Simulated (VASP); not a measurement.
# Hf (R-3m) in VASP: notebook

Hf is run at these levels: LDA; tasks: electric field gradients.

Program: VASP 6.6.1. These are calculated values, not measurements. Logs are shortened: lines on timing, memory, paths and dates and some standing lists are left out, and cuts for length are marked.

## 1. The cell of the first run

Symmetry: R-3m, No. 166, trigonal system. Conventional cell: a = 3.108 Å, b = 3.108 Å, c = 7.844 Å, α = 90.00°, β = 90.00°, γ = 120.00°. Hf (site symmetry -3m) has 12 Hf at 3.11 to 3.17 Å within 4.1 Å.

## 2. Electric field gradients, LDA (equal xy, yz and zx shear strains of +2 %)

INCAR reads:

```
SYSTEM = Hf
PREC     = Accurate       ! precision mode
ENCUT    = 520            ! plane-wave cutoff, eV
EDIFF    = 1E-8           ! SCF threshold, eV
ISMEAR   = -1             ! smearing method
SIGMA    = 0.03           ! smearing width, eV
LREAL    = .False.        ! projectors in reciprocal space
LASPH    = .True.         ! aspherical terms in the spheres
NELM     = 80             ! most SCF steps
ALGO     = Normal         ! electronic algorithm
ISIF     = 2              ! what is computed and relaxed
LWAVE    = .False.        ! write WAVECAR
LCHARG   = .False.        ! write CHGCAR
GGA      = CA             ! functional
LEFG     = .True.       
NBANDS   = 11             ! bands
```

KPOINTS reads:

```
Automatic mesh
0
Gamma
  13 13 13
  0 0 0
```

POSCAR reads:

```
Hf
1.0
    0.0444000000      2.2422000000      2.2422000000
    2.2422000000      0.0444000000      2.2422000000
    2.2422000000      2.2422000000      0.0444000000
Hf
1
Direct
    0.0000000000      0.0000000000      0.0000000000
```

Potentials or basis: VASP PAW LDA potentials, release 64 (Hf_pv).

Started as:

```console
$ cat potpaw_LDA.64/Hf_pv/POTCAR > POTCAR
$ mpirun -np 1 vasp_std > vasp.out
```

OUTCAR:

```text
SYSTEM = Hf
   PREC = Accurate
   ENCUT = 520
   EDIFF = 1E-8
   ISMEAR = -1
   LREAL = .False.
   LASPH = .True.
   NELM = 80
   ISIF = 2
   GGA = CA

 ion  position               nearest neighbor table
   1  0.000  0.000  0.000-

  LATTYP: Found a trigonal (rhomboedric) cell.
 ALAT       =     3.1712604813
 COS(alpha) =     0.5197000882

  Lattice vectors:

 A1 = (   0.0444000000,   2.2422000000,   2.2422000000)
 A2 = (   2.2422000000,   0.0444000000,   2.2422000000)
 A3 = (   2.2422000000,   2.2422000000,   0.0444000000)

Analysis of symmetry for initial positions (statically):
=====================================================================
 Subroutine PRICEL returns:
 Original cell was already a primitive cell.

 Routine SETGRP: Setting up the symmetry group for a
 trigonal (rhombohedral) supercell.

 Subroutine GETGRP returns: Found 12 space group operations
 (whereof 12 operations were pure point group operations)
 out of a pool of 12 trial point group operations.

The static configuration has the point symmetry D_3d.

Analysis of symmetry for dynamics (positions and initial velocities):
=====================================================================
 Subroutine PRICEL returns:
 Original cell was already a primitive cell.

 Routine SETGRP: Setting up the symmetry group for a
 trigonal (rhombohedral) supercell.

 Subroutine GETGRP returns: Found 12 space group operations
 (whereof 12 operations were pure point group operations)
 out of a pool of 12 trial point group operations.

The dynamic configuration has the point symmetry D_3d.

 Subroutine INISYM returns: Found 12 space group operations
 (whereof 12 operations are pure point group operations),
 and found     1 'primitive' translations

----------------------------------------------------------------------------------------

                                     Primitive cell

  volume of cell :      21.8756

  direct lattice vectors                    reciprocal lattice vectors
     0.044400000  2.242200000  2.242200000    -0.229730622  0.225269833  0.225269833
     2.242200000  0.044400000  2.242200000     0.225269833 -0.229730622  0.225269833
[... 117 lines left out ...]
 maximum number of plane-waves:       600
   NGX = 11   NGY = 11   NGZ = 11

 number of electron      10.0000001 magnetization

 Free energy of the ion-electron system (eV)
  ---------------------------------------------------
  ext. energy  EPLUGINS =         0.00000000
  ---------------------------------------------------
  free energy    TOTEN  =       -10.60746461 eV

  energy without entropy =      -10.60286141  energy(sigma->0) =      -10.60516301

 E-fermi :   4.7775     XC(G=0): -11.5740

 val. band max:        4.7685318443   @ k =  -0.1538   0.1538   0.0000
 cond. band min:       4.7792495213   @ k =  -0.2308   0.0769  -0.0000
 fundamental gap:      0.0107176770
 Fermi energy:         4.7775030011

 k-point     1 :       0.0000    0.0000    0.0000
  band No.  band energies     occupation
      1     -25.0439      2.00000
      2     -24.9907      2.00000
      3     -24.9907      2.00000
      4      -2.4471      2.00000
      5       5.7945      0.00000
      6       6.2574      0.00000
      7       6.2574      0.00000
      8       8.9533      0.00000
      9       8.9533      0.00000
     10      16.2648      0.00000
     11      16.9585      0.00000
[... 309 lines left out ...]
 k-point    24 :       0.4615    0.1538    0.0000
  band No.  band energies     occupation
      1     -25.7942      2.00000
      2     -25.2319      2.00000
      3     -25.1930      2.00000
      4       1.6341      2.00000
      5       4.4101      1.99999
      6       5.4380      0.00000
      7       6.5793      0.00000
      8      10.8627      0.00000
      9      11.2323      0.00000
     10      14.5774      0.00000
     11      16.9669      0.00000

 [... further k-points ...]
[... 5 lines left out ...]
  --------------------------------------------------------------------------------------
  -------------------------------------------------------------------------------------
  Total       -0.7483834     -0.7483834     -0.7483834     -0.1606366     -0.1606366     -0.1606366
  in kB      -54.8119507    -54.8119507    -54.8119507    -11.7650996    -11.7650996    -11.7650996
  external PRESSURE =     -54.8119507 kB  Pullay stress =       0.0000000 kB

 VOLUME and BASIS-vectors are now :
 -----------------------------------------------------------------------------
  energy-cutoff  :      520.00
  volume of cell :       21.88
      direct lattice vectors                 reciprocal lattice vectors
     0.044400000  2.242200000  2.242200000    -0.229730622  0.225269833  0.225269833
     2.242200000  0.044400000  2.242200000     0.225269833 -0.229730622  0.225269833
     2.242200000  2.242200000  0.044400000     0.225269833  0.225269833 -0.229730622

 POSITION                                       TOTAL-FORCE (eV/Angst)
 -----------------------------------------------------------------------------------
      0.00000      0.00000      0.00000         0.000000     -0.000000      0.000000
 -----------------------------------------------------------------------------------
    total drift:                                0.000000      0.000000     -0.000000

  FREE ENERGIE OF THE ION-ELECTRON SYSTEM (eV)
  ---------------------------------------------------
  free  energy   TOTEN  =       -10.6074646107 eV

  energy  without entropy=      -10.6028614111  energy(sigma->0) =      -10.60516301

 Electric field gradients (V/A^2)
---------------------------------------------------------------------
 ion       V_xx      V_yy      V_zz      V_xy      V_xz      V_yz
---------------------------------------------------------------------
   1      -0.000     0.000    -0.000   -17.294   -17.294   -17.294
---------------------------------------------------------------------

 Electric field gradients after diagonalization (V/A^2)
 (convention: |V_zz| > |V_xx| > |V_yy|)
----------------------------------------------------------------------
 ion       V_xx      V_yy      V_zz     asymmetry (V_yy - V_xx)/ V_zz
----------------------------------------------------------------------
   1      17.294    17.294   -34.587       0.000
----------------------------------------------------------------------

           NMR quadrupolar parameters

 Cq : quadrupolar parameter    Cq=e*Q*V_zz/h
 eta: asymmetry parameters     (V_yy - V_xx)/ V_zz
 Q  : nuclear electric quadrupole moment in mb (millibarn)
----------------------------------------------------------------------
 ion       Cq(MHz)       eta       Q (mb)
----------------------------------------------------------------------
   1      -0.084       0.000       1.000
----------------------------------------------------------------------
```

Run time: 26 s. Hardware: 1 thread of Intel Xeon Platinum 8488C (Sapphire Rapids), shared host; peak memory 0.17 GiB.

What came out:

```
Free energy            : -10.6075 eV
Pressure               : -5.5 GPa
Band gap on the k mesh : zero (band 5 reaches 5.84 eV, above the bottom of band 6 at 4.20 eV)
```

Stress tensor (GPa, compression positive):
```
-5.48 -1.18 -1.18
-1.18 -5.48 -1.18
-1.18 -1.18 -5.48
```

Electric field gradients, principal values (V/Å²):
```csv
atom,least,middle,greatest (by size)
1 Hf,17.294,17.294,-34.587
```

Caveat: the cell differs from its parent crystal (equal xy, yz and zx shear strains of +2 %); without QUAD_EFG the Cq values of the log hold for a quadrupole moment of 1 mb, not for the nuclei; spin-orbit coupling is left out, which moves the levels of the heavy elements.

## 3. Electric field gradients, LDA (equal xy, yz and zx shear strains of +2 %)

INCAR reads:

```
PREC = Accurate
ENCUT = 520
EDIFF = 1E-8
ISMEAR = -1
SIGMA = 0.03
LREAL = False
LASPH = True
NELM = 80
ALGO = Normal
ISIF = 2
LWAVE = False
LCHARG = False
GGA = CA
LEFG = True
NBANDS = 11
```

KPOINTS reads:

```
Automatic mesh
0
Gamma
  13 13 13
```

POSCAR is that of step 2.

Potentials or basis: VASP PAW LDA potentials, release 64 (Hf_pv).

Started as:

```console
$ cat potpaw_LDA.64/Hf_pv/POTCAR > POTCAR
$ mpirun -np 1 vasp_std > vasp.out
```

OUTCAR:

```text
PREC = Accurate
   ENCUT = 520
   EDIFF = 1E-8
   ISMEAR = -1
   LREAL = False
   LASPH = True
   NELM = 80
   ISIF = 2
   GGA = CA

 ion  position               nearest neighbor table
   1  0.000  0.000  0.000-

  LATTYP: Found a trigonal (rhomboedric) cell.
 ALAT       =     3.1712604813
 COS(alpha) =     0.5197000882

  Lattice vectors:

 A1 = (   0.0444000000,   2.2422000000,   2.2422000000)
 A2 = (   2.2422000000,   0.0444000000,   2.2422000000)
 A3 = (   2.2422000000,   2.2422000000,   0.0444000000)

Analysis of symmetry for initial positions (statically):
=====================================================================
 Subroutine PRICEL returns:
 Original cell was already a primitive cell.

 Routine SETGRP: Setting up the symmetry group for a
 trigonal (rhombohedral) supercell.

 Subroutine GETGRP returns: Found 12 space group operations
 (whereof 12 operations were pure point group operations)
 out of a pool of 12 trial point group operations.

The static configuration has the point symmetry D_3d.

Analysis of symmetry for dynamics (positions and initial velocities):
=====================================================================
 Subroutine PRICEL returns:
 Original cell was already a primitive cell.

 Routine SETGRP: Setting up the symmetry group for a
 trigonal (rhombohedral) supercell.

 Subroutine GETGRP returns: Found 12 space group operations
 (whereof 12 operations were pure point group operations)
 out of a pool of 12 trial point group operations.

The dynamic configuration has the point symmetry D_3d.

[... 151 lines left out ...]
  band No.  band energies     occupation
      1     -25.0439      2.00000
      2     -24.9907      2.00000
      3     -24.9907      2.00000
      4      -2.4471      2.00000
      5       5.7945      0.00000
      6       6.2574      0.00000
      7       6.2574      0.00000
      8       8.9533      0.00000
      9       8.9533      0.00000
     10      16.2648      0.00000
     11      16.9585      0.00000
[... 309 lines left out ...]
 k-point    24 :       0.4615    0.1538    0.0000
  band No.  band energies     occupation
      1     -25.7942      2.00000
      2     -25.2319      2.00000
      3     -25.1930      2.00000
      4       1.6341      2.00000
      5       4.4101      1.99999
      6       5.4380      0.00000
      7       6.5793      0.00000
      8      10.8627      0.00000
      9      11.2323      0.00000
     10      14.5774      0.00000
     11      16.9669      0.00000

 [... further k-points ...]
[... 5 lines left out ...]
  --------------------------------------------------------------------------------------
  -------------------------------------------------------------------------------------
  Total       -0.7483834     -0.7483834     -0.7483834     -0.1606366     -0.1606366     -0.1606366
  in kB      -54.8119507    -54.8119507    -54.8119507    -11.7650996    -11.7650996    -11.7650996
  external PRESSURE =     -54.8119507 kB  Pullay stress =       0.0000000 kB

 VOLUME and BASIS-vectors are now :
 -----------------------------------------------------------------------------
  energy-cutoff  :      520.00
  volume of cell :       21.88
      direct lattice vectors                 reciprocal lattice vectors
     0.044400000  2.242200000  2.242200000    -0.229730622  0.225269833  0.225269833
     2.242200000  0.044400000  2.242200000     0.225269833 -0.229730622  0.225269833
     2.242200000  2.242200000  0.044400000     0.225269833  0.225269833 -0.229730622

 POSITION                                       TOTAL-FORCE (eV/Angst)
 -----------------------------------------------------------------------------------
      0.00000      0.00000      0.00000         0.000000     -0.000000      0.000000
 -----------------------------------------------------------------------------------
    total drift:                                0.000000      0.000000     -0.000000

  FREE ENERGIE OF THE ION-ELECTRON SYSTEM (eV)
  ---------------------------------------------------
  free  energy   TOTEN  =       -10.6074646107 eV

  energy  without entropy=      -10.6028614111  energy(sigma->0) =      -10.60516301

 Electric field gradients (V/A^2)
---------------------------------------------------------------------
 ion       V_xx      V_yy      V_zz      V_xy      V_xz      V_yz
---------------------------------------------------------------------
   1      -0.000     0.000    -0.000   -17.294   -17.294   -17.294
---------------------------------------------------------------------

 Electric field gradients after diagonalization (V/A^2)
 (convention: |V_zz| > |V_xx| > |V_yy|)
----------------------------------------------------------------------
 ion       V_xx      V_yy      V_zz     asymmetry (V_yy - V_xx)/ V_zz
----------------------------------------------------------------------
   1      17.294    17.294   -34.587       0.000
----------------------------------------------------------------------

           NMR quadrupolar parameters

 Cq : quadrupolar parameter    Cq=e*Q*V_zz/h
 eta: asymmetry parameters     (V_yy - V_xx)/ V_zz
 Q  : nuclear electric quadrupole moment in mb (millibarn)
----------------------------------------------------------------------
 ion       Cq(MHz)       eta       Q (mb)
----------------------------------------------------------------------
   1      -0.084       0.000       1.000
----------------------------------------------------------------------
```

Run time: 20 s. Hardware: 1 thread of Intel Xeon Platinum 8488C (Sapphire Rapids), shared host; peak memory 0.16 GiB.

What came out:

| Property | Result |
| --- | --- |
| Free energy | -10.6075 eV |
| Pressure | -5.5 GPa |
| Band gap on the k mesh | zero (band 5 reaches 5.84 eV, above the bottom of band 6 at 4.20 eV) |

Levels at points of the mesh, in eV from the Fermi level:
| k point | band 3 | band 4 | band 5 | band 6 | band 7 | band 8 |
| --- | --- | --- | --- | --- | --- | --- |
| (0.00, 0.00, 0.00) | -29.77 | -7.22 | 1.02 | 1.48 | 1.48 | 4.18 |

Electric field gradients, principal values (V/Å²):
```tsv
atom	least	middle	greatest (by size)
1 Hf	17.294	17.294	-34.587
```

Caveat: the cell differs from its parent crystal (equal xy, yz and zx shear strains of +2 %); without QUAD_EFG the Cq values of the log hold for a quadrupole moment of 1 mb, not for the nuclei; spin-orbit coupling is left out, which moves the levels of the heavy elements.
